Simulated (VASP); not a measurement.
Wanted: the native input for a VASP 6.6.1 run.

```
Task                   : single point
Functional             : PBE
Potentials or basis    : VASP PAW PBE potentials, release 64 (Pb_d, F)
Cutoff                 : 600 eV
k mesh                 : 5 × 8 × 4
Occupations            : gaussian, width 0.01 eV
Spin                   : no spin polarisation
Dipole correction      : no
Further INCAR settings : ALGO = Normal; EDIFF = 1e-06; NBANDS = 68
```

The structure of PbF2 lies in POSCAR:

```
PbF2
1.0
    6.0779897098      0.0000000000      0.0000000000
    0.0000000000      3.7677089863      0.0000000000
    0.0000000000      0.0000000000      7.4899625821
Pb F
4 8
Direct
    0.2558681084      0.2500000000      0.1170410508
    0.7441318916      0.7500000000      0.8829589492
    0.2441318916      0.7500000000      0.6170410508
    0.7558681084      0.2500000000      0.3829589492
    0.8561234068      0.2500000000      0.0621602225
    0.1438765932      0.7500000000      0.9378397775
    0.6438765932      0.7500000000      0.5621602225
    0.3561234068      0.2500000000      0.4378397775
    0.4586274251      0.2500000000      0.8243157868
    0.5413725749      0.7500000000      0.1756842132
    0.0413725749      0.7500000000      0.3243157868
    0.9586274251      0.2500000000      0.6756842132
```

One way to write it, as run:

INCAR

```
  ALGO = Normal
  EDIFF = 1E-6
  ENCUT = 600
  GGA = PE
  GGA_COMPAT = False
  ISIF = 2
  ISMEAR = 0
  LASPH = True
  LCHARG = False
  LREAL = False
  LWAVE = False
  NBANDS = 68
  NELM = 120
  PREC = Accurate
  SIGMA = 0.01
```

KPOINTS

```
k-points
0
Gamma
  5 8 4
```

Potentials or basis: VASP PAW PBE potentials, release 64 (Pb_d, F).

Command:

```sh
$ cat potpaw_PBE.64/Pb_d/POTCAR potpaw_PBE.64/F/POTCAR > POTCAR
$ mpirun -np 1 vasp_std > vasp.out
```

It gave:

```
Pressure               : 11.7 GPa
Largest force          : 0.010 eV/Å
Band gap on the k mesh : 3.98 eV (least direct gap 4.21 eV)
```

Caveat: the cell stands under pressure; spin-orbit coupling is left out, which moves the levels of the heavy elements; an odd mesh through Γ misses points on the zone boundary, where band edges can lie.

Run time: 17 min on 1 thread of Intel Xeon 8259CL (shared host), peak memory 0.59 GiB.
